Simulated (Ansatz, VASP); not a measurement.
**One calculation of In, two programs**

```xyz
1
Lattice="0.0000 2.2356 2.2356 2.2356 0.0000 2.2356 2.2356 2.2356 0.0000" Properties=species:S:1:pos:R:3 pbc="T T T"
In    0.0000    0.0000    0.0000
```

Alike in both runs: task relaxation of cell and atoms; functional PBEsol; k mesh 8 × 8 × 8; occupations gaussian, width 0.1 eV; no spin polarisation.

|  | VASP | Ansatz |
| --- | --- | --- |
| version | VASP 6.6.1 | Ansatz 0.2.0 |
| potentials or method | VASP PAW PBE potentials, release 64 (In_d), cutoff 600 eV | scalar-relativistic, plane waves, PAW |
| valence electrons in the cell | 13 | 13 |

Ansatz gave:

```
gap on the k mesh at the Fermi level, each at its own relaxed structure (eV) : none
relaxed volume (Å³/atom)                                                     : 25.78
relaxed cell length with the largest relative difference (Å)                 : 3.316
```

Q: What did VASP give for the same quantities?

A: gap on the k mesh at the Fermi level, each at its own relaxed structure (eV): none; relaxed volume (Å³/atom): 25.61; relaxed cell length with the largest relative difference (Å): 3.309.

VASP's potentials were made for PBE, not for PBEsol. A gap of «none» marks a metal or a gap that the smearing closes.
